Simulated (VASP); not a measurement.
# Ti2C (Fd-3m) in VASP: single point with r2SCAN

Aim: the single point of Ti2C with r2SCAN.

All numbers are computed with VASP 6.6.1; they aren't measurements. Logs are shortened: lines on timing, memory, paths and dates and some standing lists are left out, and cuts for length are marked.

## (1) The cell of the first run

It takes space group Fd-3m (No. 227, cubic). Conventional cell: a = 9.064 Å, b = 9.064 Å, c = 9.064 Å, α = 90.00°, β = 90.00°, γ = 90.00°. Within 2.6 Å of Ti (site symmetry -3m) lie 2 C at 1.96 Å. Within 2.6 Å of C (site symmetry -43m) lie 4 Ti at 1.96 Å.

## (2) Single point, r2SCAN

Contents of POSCAR:

```
Ti2C
1.0
    0.0000000000      4.5321267254      4.5321267254
    4.5321267254      0.0000000000      4.5321267254
    4.5321267254      4.5321267254      0.0000000000
Ti C
4 2
Direct
    0.1250000000      0.1250000000      0.1250000000
    0.6250000000      0.1250000000      0.1250000000
    0.1250000000      0.1250000000      0.6250000000
    0.1250000000      0.6250000000      0.1250000000
    0.0000000000      0.0000000000      0.0000000000
    0.2500000000      0.2500000000      0.2500000000
```

Contents of INCAR.step1:

```
SYSTEM = Ti2C
  PREC = Accurate
  ENCUT = 520
  ISMEAR = 0
  SIGMA = 0.1
  LREAL = .False.
  LASPH = .True.
  NELM = 80
  NBANDS = 37
  GGA = PE
  ALGO = Normal
  EDIFF = 1E-4
  LWAVE = .True.
  LCHARG = .False.
```

Contents of INCAR.step2:

```
SYSTEM = Ti2C
  PREC = Accurate
  ENCUT = 520
  EDIFF = 1E-6
  ISMEAR = 0
  SIGMA = 0.1
  LREAL = .False.
  LASPH = .True.
  NELM = 80
  ALGO = Normal
  ISIF = 2
  LWAVE = .False.
  LCHARG = .False.
  METAGGA = R2SCAN
  LMIXTAU = .True.
  NBANDS = 37
  ISTART = 1
```

Contents of KPOINTS:

```
regular mesh
0
Gamma
  8 8 8
  0 0 0
```

Potentials or basis: VASP PAW PBE potentials, release 64 (Ti_sv, C).

The run is started by

```
$ cat potpaw_PBE.64/Ti_sv/POTCAR potpaw_PBE.64/C/POTCAR > POTCAR
$ cp INCAR.step1 INCAR
$ mpirun -np 1 vasp_std > vasp.out
$ cp INCAR.step2 INCAR
$ mpirun -np 1 vasp_std > vasp.out
```

OUTCAR:

```text
SYSTEM = Ti2C
   PREC = Accurate
   ENCUT = 520
   EDIFF = 1E-6
   ISMEAR = 0
   LREAL = .False.
   LASPH = .True.
   NELM = 80
   ISIF = 2
   METAGGA = R2SCAN
   ISTART = 1

 ion  position               nearest neighbor table
   1  0.125  0.125  0.125-   5 1.96   6 1.96
   2  0.625  0.125  0.125-   5 1.96   6 1.96
   3  0.125  0.125  0.625-   5 1.96   6 1.96
   4  0.125  0.625  0.125-   5 1.96   6 1.96
   5  0.000  0.000  0.000-   2 1.96   3 1.96   4 1.96   1 1.96
   6  0.250  0.250  0.250-   2 1.96   3 1.96   4 1.96   1 1.96

  LATTYP: Found a face centered cubic cell.
 ALAT       =     9.0642534508

  Lattice vectors:

 A1 = (   0.0000000000,   4.5321267254,   4.5321267254)
 A2 = (   4.5321267254,   0.0000000000,   4.5321267254)
 A3 = (   4.5321267254,   4.5321267254,   0.0000000000)

Analysis of symmetry for initial positions (statically):
=====================================================================
 Subroutine PRICEL returns:
 Original cell was already a primitive cell.

 Routine SETGRP: Setting up the symmetry group for a
 face centered cubic supercell.

 Subroutine GETGRP returns: Found 48 space group operations
 (whereof 24 operations were pure point group operations)
 out of a pool of 48 trial point group operations.

The static configuration has the point symmetry T_d .
 The point group associated with its full space group is O_h .

Analysis of symmetry for dynamics (positions and initial velocities):
=====================================================================
 Subroutine PRICEL returns:
 Original cell was already a primitive cell.

 Routine SETGRP: Setting up the symmetry group for a
 face centered cubic supercell.

 Subroutine GETGRP returns: Found 48 space group operations
 (whereof 24 operations were pure point group operations)
 out of a pool of 48 trial point group operations.

The dynamic configuration has the point symmetry T_d .
 The point group associated with its full space group is O_h .

 Subroutine INISYM returns: Found 48 space group operations
 (whereof 24 operations are pure point group operations),
 and found     1 'primitive' translations

----------------------------------------------------------------------------------------

                                     Primitive cell

  volume of cell :     186.1813

  direct lattice vectors                    reciprocal lattice vectors
     0.000000000  4.532126725  4.532126725    -0.110323482  0.110323482  0.110323482
     4.532126725  0.000000000  4.532126725     0.110323482 -0.110323482  0.110323482
     4.532126725  4.532126725  0.000000000     0.110323482  0.110323482 -0.110323482

  length of vectors
     6.409395081  6.409395081  6.409395081     0.191085876  0.191085876  0.191085876

  position of ions in fractional coordinates (direct lattice)
     0.125000000  0.125000000  0.125000000
     0.625000000  0.125000000  0.125000000
     0.125000000  0.125000000  0.625000000
     0.125000000  0.625000000  0.125000000
     0.000000000  0.000000000  0.000000000
     0.250000000  0.250000000  0.250000000

  ion indices of the primitive-cell ions
   primitive index   ion index
                 1           1
                 2           2
                 3           3
                 4           4
                 5           5
                 6           6

----------------------------------------------------------------------------------------

 KPOINTS: regular mesh

Automatic generation of k-mesh.
 Grid dimensions read from file:
 generate k-points for:    8    8    8

 Generating k-lattice:

  Cartesian coordinates                     Fractional coordinates (reciprocal lattice)
    -0.013790435  0.013790435  0.013790435     0.125000000  0.000000000  0.000000000
     0.013790435 -0.013790435  0.013790435     0.000000000  0.125000000  0.000000000
     0.013790435  0.013790435 -0.013790435     0.000000000  0.000000000  0.125000000

  Length of vectors
     0.023885734  0.023885734  0.023885734

  Shift w.r.t. Gamma in fractional coordinates (k-lattice)
     0.000000000  0.000000000  0.000000000

 Subroutine IBZKPT returns following result:
 ===========================================

 Found     29 irreducible k-points:

 Following reciprocal coordinates:
            Coordinates               Weight
  0.000000  0.000000  0.000000      1.000000
  0.125000  0.000000  0.000000      8.000000
  0.250000  0.000000  0.000000      8.000000
  0.375000  0.000000  0.000000      8.000000
  0.500000  0.000000  0.000000      4.000000
  0.125000  0.125000  0.000000      6.000000
[... 16 lines left out ...]
  0.500000  0.250000  0.125000     48.000000
 -0.375000  0.250000  0.125000     24.000000
 [... further k-points ...]
   k-points           NKPTS =     29   k-points in BZ     NKDIM =     29   number of bands    NBANDS=     37
   number of dos      NEDOS =    301   number of ions     NIONS =      6
   total plane-waves  NPLWV = 110592
   dimension x,y,z NGX =    48 NGY =   48 NGZ =   48
   dimension x,y,z NGXF=    96 NGYF=   96 NGZF=   96
   ions per type =               4   2
   NGX,Y,Z   is equivalent  to a cutoff of  12.45, 12.45, 12.45 a.u.
   NGXF,Y,Z  is equivalent  to a cutoff of  24.90, 24.90, 24.90 a.u.
 SYSTEM =  Ti2C
   PREC   = accura    normal or accurate (medium, high low for compatibility)
   ISTART =      1    job   : 0-new  1-cont  2-samecut
   ICHARG =      0    charge: 1-file 2-atom 10-const
   ISPIN  =      1    spin polarized calculation?
   LNONCOLLINEAR =      F non collinear calculations
   LSORBIT =      F    spin-orbit coupling
   LASPH  =      T    aspherical Exc in radial PAW
   ENCUT  =  520.0 eV  38.22 Ry    6.18 a.u.  11.92 11.92 11.92*2*pi/ulx,y,z
   NELM   =     80;   NELMIN=  2; NELMDL=  0     # of ELM steps
   EDIFF  = 0.1E-05   stopping-criterion for ELM
   LREAL  =      F    real-space projection
   EDIFFG = 0.1E-04   stopping-criterion for IOM
   NSW    =      0    number of steps for IOM
   IBRION =     -1    ionic relax: 0-MD 1-quasi-New 2-CG
   NFREE  =      0    steps in history (QN), initial steepest desc. (CG)
   ISIF   =      2    stress and relaxation
   ISYM   =      2    0-nonsym 1-usesym 2-fastsym
   POTIM  = 0.5000    time-step for ionic-motion
   TEBEG  =    0.0;   TEEND  =   0.0 temperature during run
   PSTRESS=    0.0 pullay stress
   NELECT =      56.0000    total number of electrons
   NUPDOWN=      -1.0000    fix difference up-down
   EMIN   =  10.00;   EMAX   =-10.00  energy-range for DOS
   EFERMI =   0.00;   METHOD = LEGACY
   ISMEAR =     0;   SIGMA  =   0.10  broadening in eV -4-tet -1-fermi 0-gaus
   EFERMI_NEDOS =   21; number of points for ismear=-14 and -15
   IALGO  =     38    algorithm
   IMIX   =      4    mixing-type and parameters
     AMIX     =   0.40;   BMIX     =  1.00
     AMIX_MAG =   1.60;   BMIX_MAG =  1.00
  volume/ion in A,a.u.               =      31.03       209.40
  Fermi-wavevector in a.u.,A,eV,Ry     =   1.096879  2.072801 16.369767  1.203144
  Thomas-Fermi vector in A             =   2.233229
   LORBIT       =      0    0 simple, 1 ext, 2 COOP (PROOUT), +10 PAW based schemes
   METAGGA = R2SCAN    functional components
   LHFCALC =     F    Hartree Fock is set to
   AEXX    =    0.0000 exact exchange contribution
   IVDW    =     0    specifies the selected vdW correction
   LEPSILON=     F    determine dielectric tensor
   LRPA    =     F    only Hartree local field effects (RPA)
 non-spin polarized calculation
 Gauss-broadening in eV      SIGMA  =   0.10
  energy-cutoff  :      520.00
  volume of cell :      186.18
 maximum number of plane-waves:      5044
   NGX = 23   NGY = 23   NGZ = 23

 number of electron      56.0000013 magnetization

 Free energy of the ion-electron system (eV)
  ---------------------------------------------------
  ext. energy  EPLUGINS =         0.00000000
  ---------------------------------------------------
  free energy    TOTEN  =       -64.08061295 eV

  energy without entropy =      -63.99501915  energy(sigma->0) =      -64.03781605

 E-fermi :   1.6517     XC(G=0):  -7.9924

 val. band max:        1.6356399451   @ k =  -0.3750   0.2500   0.1250
 cond. band min:       1.6582774848   @ k =  -0.3750   0.3750   0.0000
 fundamental gap:      0.0226375398
 Fermi energy:         1.6516632549

 k-point     1 :       0.0000    0.0000    0.0000
  band No.  band energies     occupation
      1     -58.1238      2.00000
      2     -58.0929      2.00000
      3     -58.0929      2.00000
      4     -58.0929      2.00000
      5     -33.4674      2.00000
      6     -33.4441      2.00000
[... 29 lines left out ...]
     36       3.1123      0.00000
     37       3.2621      0.00000

 k-point     2 :       0.1250    0.0000    0.0000
  band No.  band energies     occupation
      1     -58.1229      2.00000
      2     -58.0937      2.00000
      3     -58.0929      2.00000
      4     -58.0929      2.00000
      5     -33.4593      2.00000
      6     -33.4419      2.00000
[... 29 lines left out ...]
     36       3.1087      0.00000
     37       3.2704      0.00000

 k-point     3 :       0.2500    0.0000    0.0000
  band No.  band energies     occupation
      1     -58.1205      2.00000
      2     -58.0961      2.00000
      3     -58.0929      2.00000
      4     -58.0929      2.00000
      5     -33.4500      2.00000
      6     -33.4382      2.00000
[... 29 lines left out ...]
     36       3.1001      0.00000
     37       3.2790      0.00000

 k-point     4 :       0.3750    0.0000    0.0000
  band No.  band energies     occupation
      1     -58.1176      2.00000
      2     -58.0991      2.00000
      3     -58.0929      2.00000
      4     -58.0929      2.00000
      5     -33.4486      2.00000
      6     -33.4365      2.00000
[... 29 lines left out ...]
     36       3.0922      0.00000
     37       3.2787      0.00000
[... 683 lines left out ...]
      1     -58.1184      2.00000
      2     -58.0982      2.00000
      3     -58.0929      2.00000
      4     -58.0929      2.00000
      5     -33.4390      2.00000
      6     -33.4374      2.00000
[... 29 lines left out ...]
     36       2.9797      0.00000
     37       3.2652      0.00000

 k-point    23 :       0.5000    0.2500    0.1250
  band No.  band energies     occupation
      1     -58.1155      2.00000
      2     -58.1012      2.00000
      3     -58.0929      2.00000
      4     -58.0929      2.00000
      5     -33.4381      2.00000
      6     -33.4343      2.00000
[... 29 lines left out ...]
     36       2.9444      0.00000
     37       3.2691      0.00000

 k-point    24 :      -0.3750    0.2500    0.1250
  band No.  band energies     occupation
      1     -58.1138      2.00000
      2     -58.1029      2.00000
      3     -58.0929      2.00000
      4     -58.0929      2.00000
      5     -33.4380      2.00000
      6     -33.4338      2.00000
[... 29 lines left out ...]
     36       2.9368      0.00000
     37       3.2553      0.00000

 [... further k-points ...]
[... 5 lines left out ...]
  --------------------------------------------------------------------------------------
  -------------------------------------------------------------------------------------
  Total        0.1695875      0.1695875      0.1695875     -0.0000000      0.0000000      0.0000000
  in kB        1.4593793      1.4593793      1.4593793     -0.0000000      0.0000000      0.0000000
  external PRESSURE =       1.4593793 kB  Pullay stress =       0.0000000 kB

 VOLUME and BASIS-vectors are now :
 -----------------------------------------------------------------------------
  energy-cutoff  :      520.00
  volume of cell :      186.18
      direct lattice vectors                 reciprocal lattice vectors
     0.000000000  4.532126725  4.532126725    -0.110323482  0.110323482  0.110323482
     4.532126725  0.000000000  4.532126725     0.110323482 -0.110323482  0.110323482
     4.532126725  4.532126725  0.000000000     0.110323482  0.110323482 -0.110323482

 POSITION                                       TOTAL-FORCE (eV/Angst)
 -----------------------------------------------------------------------------------
      1.13303      1.13303      1.13303        -0.000000      0.000000      0.000000
      1.13303      3.39910      3.39910        -0.000000      0.000000      0.000000
      3.39910      3.39910      1.13303        -0.000000      0.000000      0.000000
      3.39910      1.13303      3.39910        -0.000000      0.000000      0.000000
      0.00000      0.00000      0.00000        -0.000000      0.000000     -0.000000
      2.26606      2.26606      2.26606         0.000000     -0.000000      0.000000
 -----------------------------------------------------------------------------------
    total drift:                                0.000000      0.000000      0.000000

  FREE ENERGIE OF THE ION-ELECTRON SYSTEM (eV)
  ---------------------------------------------------
  free  energy   TOTEN  =       -64.0806129493 eV

  energy  without entropy=      -63.9950191521  energy(sigma->0) =      -64.03781605
```

Wall time 28 min (1 thread of AMD EPYC 7R13, shared host); peak memory 0.43 GiB.

What came out:

| Item | Value |
| --- | --- |
| Free energy | -64.0806 eV |
| Pressure | 0.1 GPa |
| Band gap on the k mesh | zero (band 28 reaches 1.74 eV, above the bottom of band 29 at 1.49 eV) |

Caveat: the PAW data sets were made with another functional, which shifts forces and pressure a little.
